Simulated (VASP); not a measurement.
# Pt: single point with PBE

Pt:

```
Pt
1.0
     0.00000    2.11534    1.67789
     2.11534    0.00000    1.67789
     2.11534    2.11534    0.00000
Pt
1
Direct
  0.00000 0.00000 0.00000
```

```json
{"Program": "VASP 6.6.1", "Task": "single point", "Functional": "PBE", "Potentials or basis": "VASP PAW PBE potentials, release 64 (Pt)", "Cutoff": "520 eV", "k mesh": "22 × 22 × 22", "Occupations": "gaussian, width 0.15 eV", "Spin": "no spin polarisation"}
```

| Property | Result |
| --- | --- |
| Pressure | 13.3 GPa |
| Band gap on the k mesh | zero (bands 5 and 6 overlap by 2.38 eV) |

Stress tensor (GPa, compression positive):
```
10.93  0.00  0.00
 0.00 10.93  0.00
 0.00  0.00 18.06
```

Levels at points of the mesh, in eV from the Fermi level:
| k point | band 1 | band 2 | band 3 | band 4 | band 5 | band 6 | band 7 | band 8 | band 9 | band 10 |
| --- | --- | --- | --- | --- | --- | --- | --- | --- | --- | --- |
| (0.00, 0.00, 0.00) | -10.07 | -4.01 | -4.01 | -3.06 | -1.87 | -0.71 | 15.79 | 17.86 | 17.86 | 25.01 |
| (0.50, 0.00, 0.00) | -7.13 | -4.90 | -2.11 | -0.55 | -0.14 | 0.94 | 6.40 | 13.68 | 17.20 | 22.66 |
| (0.50, 0.50, 0.00) | -6.71 | -6.57 | 0.34 | 0.66 | 0.66 | 5.54 | 8.96 | 8.96 | 12.86 | 19.00 |
| (0.50, 0.00, 0.50) | -7.04 | -5.97 | -0.50 | -0.34 | 0.63 | 1.21 | 7.43 | 12.51 | 14.46 | 23.22 |

It took 73 s on 1 thread of Intel(R) Xeon(R) Platinum 8259CL CPU @ 2.50GHz (Skylake/Cascade Lake), with other jobs on the host, peak memory 0.25 GiB.

Caveat: the stress differs along the axes, from 11 to 18 GPa; spin-orbit coupling is left out, which moves the levels of the heavy elements.
